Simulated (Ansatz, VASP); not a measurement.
# Two plane-wave programs on BaAl2B4

```
CELL_PARAMETERS angstrom
2.30162 -7.26667 0.00000
2.30162 7.26667 0.00000
0.00000 0.00000 3.13312
ATOMIC_POSITIONS crystal
Ba 0.00000 0.00000 0.00000
Al 0.67027 0.32973 0.50000
Al 0.32973 0.67027 0.50000
B 0.82644 0.17356 0.50000
B 0.17356 0.82644 0.50000
B 0.78861 0.21139 0.00000
B 0.21139 0.78861 0.00000
```

Change from the starting cell: species swapped into the PrRe4Si2 type (Cmmm, No. 65).

Alike in both runs: task relaxation of cell and atoms; functional PBE; k mesh 4 × 4 × 6; occupations gaussian, width 0.1 eV; no spin polarisation.

|  | VASP | Ansatz |
| --- | --- | --- |
| version | VASP 6.6.1 | Ansatz 0.2.0 |
| potentials or method | VASP PAW PBE potentials, release 64 (Ba_sv, Al, B), cutoff 600 eV | scalar-relativistic, plane waves, PAW |
| valence electrons in the cell | 28 | 28 |

Ansatz gave:

```
gap on the k mesh at the Fermi level, each at its own relaxed structure (eV) : none
relaxed volume (Å³/atom)                                                     : 14.94
relaxed cell length with the largest relative difference (Å)                 : 7.716
```

Estimate VASP's values.

gap on the k mesh at the Fermi level, each at its own relaxed structure (eV): none; relaxed volume (Å³/atom): 15.10; relaxed cell length with the largest relative difference (Å): 7.791.

A gap of «none» marks a metal or a gap that the smearing closes.

Neither program's run includes spin-orbit coupling.
